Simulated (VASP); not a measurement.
Write the native input for VASP 6.6.1 that does the following.

* Task: single point
* Functional: LDA
* Potentials or basis: VASP PAW LDA potentials, release 64 (Si)
* Cutoff: 520 eV
* k mesh: 26 × 26 × 26
* Occupations: gaussian, width 0.15 eV
* Spin: no spin polarisation
* Dipole correction: no
* Further INCAR settings: ALGO = Normal; EDIFF = 1e-07; NBANDS = 11

The structure of Si lies in POSCAR:

```
Si
1.0
   -2.3705033790      2.3705033790      1.3052992317
    2.3705033790     -2.3705033790      1.3052992317
    2.3943275336      2.3943275336     -1.3052992317
Si
2
Direct
    0.2500000000      0.7500000000      0.5000000000
    0.5000000000      0.5000000000      0.0000000000
```

This cell differs from its parent crystal: strain +0.0100 x Voigt [0, 0, 0, 0, 0, 1].

The input as run:

INCAR

```
SYSTEM = Si
PREC = Accurate
ENCUT = 520
EDIFF = 1E-7
ISMEAR = 0
SIGMA = 0.15
LREAL = .FALSE.
LASPH = .TRUE.
NELM = 100
ALGO = Normal
ISIF = 2
LWAVE = .FALSE.
LCHARG = .FALSE.
NBANDS = 11
```

KPOINTS

```
regular mesh
0
G
  26 26 26
  0 0 0
```

Potentials or basis: VASP PAW LDA potentials, release 64 (Si).

Command:

```sh
$ cat potpaw_LDA.64/Si/POTCAR > POTCAR
$ mpirun -np 1 vasp_std > vasp.out
```

Results of the run:

- Pressure: 0.0 GPa
- Band gap on the k mesh: zero (bands 4 and 5 overlap by 6.63 eV)

Caveat: the cell differs from its parent crystal (strain +0.0100 x Voigt [0, 0, 0, 0, 0, 1]).

Wall time 5.2 min on 1 thread of Intel(R) Xeon(R) Platinum 8559C (Emerald Rapids) (shared host), peak memory 0.66 GiB.
